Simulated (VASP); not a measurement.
Here is a VASP 6.6.1 calculation.

File INCAR:

```
PREC = Accurate
ENCUT = 600
EDIFF = 1E-6
ISMEAR = -1
SIGMA = 0.08
LREAL = False
LASPH = True
NELM = 100
ALGO = Normal
ISIF = 3
LWAVE = False
LCHARG = False
GGA = CA
IBRION = 2
NSW = 60
EDIFFG = -0.005
PSTRESS = 210.0
```

KPOINTS

```
Automatic mesh
0
Gamma
  8 8 11
```

File POSCAR:

```
Ta
1.0
    4.5026799414      0.0000000000      0.0000000000
   -2.2513399707      3.8994352144      0.0000000000
    0.0000000000      0.0000000000      2.7916615637
Ta
3
Direct
    0.0000000000      0.0000000000      0.0000000000
    0.3333333333      0.6666666667      0.5000000000
    0.6666666667      0.3333333333      0.5000000000
```

Potentials or basis: VASP PAW LDA potentials, release 64 (Ta_pv).

Run with:

```sh
$ cat potpaw_LDA.64/Ta_pv/POTCAR > POTCAR
$ mpirun -np 1 vasp_std > vasp.out
```

(1) What does it give for the relaxed volume?

(2) Predict the space group after relaxing (to 0.1 Å).

(3) What does it give for the relaxed cell?

(4) Estimate the band gap on the k mesh.

Results:

(1) 16.14 Å³/atom.

(2) P6/mmm (No. 191).

(3) a = 4.629 Å, b = 4.629 Å, c = 2.610 Å, α = 90.00°, β = 90.00°, γ = 120.00°.

(4) zero (an odd number of electrons rules out a gap without spin polarisation).

Caveat: the cell is relaxed towards a set pressure, so the run minimises the enthalpy, not the energy; spin-orbit coupling is left out, which moves the levels of the heavy elements.
